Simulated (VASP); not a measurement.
Runs of VASP 6.6.1 on As. The structure is that of space group Im-3m (No. 229), or close to it. The cells are those of the table. This isn't the form of As at room conditions, which is rhombohedral.

```csv
task,level,potentials or basis,cell,k mesh,gap on the mesh (eV),pressure (GPa)
single point,LDA,"VASP PAW LDA potentials, release 64 (As)","a = 2.853 Å, angles 109.5°, 1 atom",18 × 18 × 18,none,(b)
single point,LDA,"VASP PAW LDA potentials, release 64 (As)","a = 2.337 Å, angles 109.5°, 1 atom",18 × 18 × 18,none,215.9
single point,LDA,"VASP PAW LDA potentials, release 64 (As)","a = 2.702 Å, angles 109.5°, 1 atom","18 × 18 × 18, shifted",none,22.9
single point,LDA,"VASP PAW LDA potentials, release 64 (As)","a = 2.186 Å, angles 109.5°, 1 atom",18 × 18 × 18,none,455.7
single point,PBEsol,"VASP PAW PBE potentials, release 64 (As)","a = 2.702 Å, angles 109.5°, 1 atom",18 × 18 × 18,none,25.4
relaxation of cell and atoms,LDA,"VASP PAW LDA potentials, release 64 (As)","relaxed from a = 2.912 Å, angles 109.5°, 1 atom",18 × 18 × 18,none,0.0
single point,LDA,"VASP PAW LDA potentials, release 64 (As)","a = 2.592 Å, angles 109.5°, 1 atom",18 × 18 × 18,none,53.1
single point,LDA,"VASP PAW LDA potentials, release 64 (As)","a = 2.804 Å, angles 109.5°, 1 atom",18 × 18 × 18,none,(a)
```

Alike in all rows: no spin polarisation; smearing fermi-dirac 0.08 eV.

Problem. Estimate the missing entries.

Solution. (a) 6.1; (b) 0.3.

Caveats: the cell stands under pressure (at least some runs); the PAW data sets were made with another functional, which shifts forces and pressure a little (at least some runs).

A k mesh can miss the band edges, and the runs leave out spin-orbit coupling on As.

A gap of «none» marks levels without a gap at the run's occupations.
